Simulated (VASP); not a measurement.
Here is a VASP 6.6.1 calculation.

POSCAR

```
BAs
1.0
    0.0000000000      2.4636236322      2.4636236322
    2.4636236322      0.0000000000      2.4636236322
    2.4636236322      2.4636236322      0.0000000000
B As
1 1
Direct
    0.0000000000      0.0000000000      0.0000000000
    0.2500000000      0.2500000000      0.2500000000
```

The input INCAR.step1:

```
  PREC = Accurate
  ENCUT = 520
  ISMEAR = -1
  SIGMA = 0.02
  LREAL = F
  LASPH = T
  NELM = 150
  MAGMOM = 0 0 0 0 0 0
  LSORBIT = T
  GGA_COMPAT = F
  NBANDS = 20
  GGA = PE
  ALGO = Normal
  EDIFF = 1E-4
  LWAVE = T
  LCHARG = F
```

Contents of INCAR.step2:

```
  PREC = Accurate
  ENCUT = 520
  EDIFF = 1E-7
  ISMEAR = -1
  SIGMA = 0.02
  LREAL = F
  LASPH = T
  NELM = 150
  ALGO = Normal
  ISIF = 2
  LWAVE = F
  LCHARG = T
  MAGMOM = 0 0 0 0 0 0
  LORBIT = 11
  LSORBIT = T
  GGA_COMPAT = F
  LORBMOM = T
  METAGGA = R2SCAN
  LMIXTAU = T
  LVHAR = T
  NBANDS = 20
  ISTART = 1
```

The input KPOINTS:

```
regular mesh
0
Gamma
  10 10 10
```

Potentials or basis: VASP PAW PBE potentials, release 64 (B, As).

Run with:

```sh
$ cat potpaw_PBE.64/B/POTCAR potpaw_PBE.64/As/POTCAR > POTCAR
$ cp INCAR.step1 INCAR
$ mpirun -np 1 vasp_ncl > vasp.out
$ cp INCAR.step2 INCAR
$ mpirun -np 1 vasp_ncl > vasp.out
```

**Question.** Predict the net moment.

**Answer.** 0.00 μB per cell.

**Question.** Estimate the pressure.

**Answer.** -10.3 GPa.

Moments on the atoms (μB; x, y, z):
```
B   0.00 0.00 0.00
As  0.00 0.00 0.00
```

Caveat: the cell differs from its parent crystal (strain +3.0%); the cell stands under tension; the PAW data sets were made with another functional, which shifts forces and pressure a little.
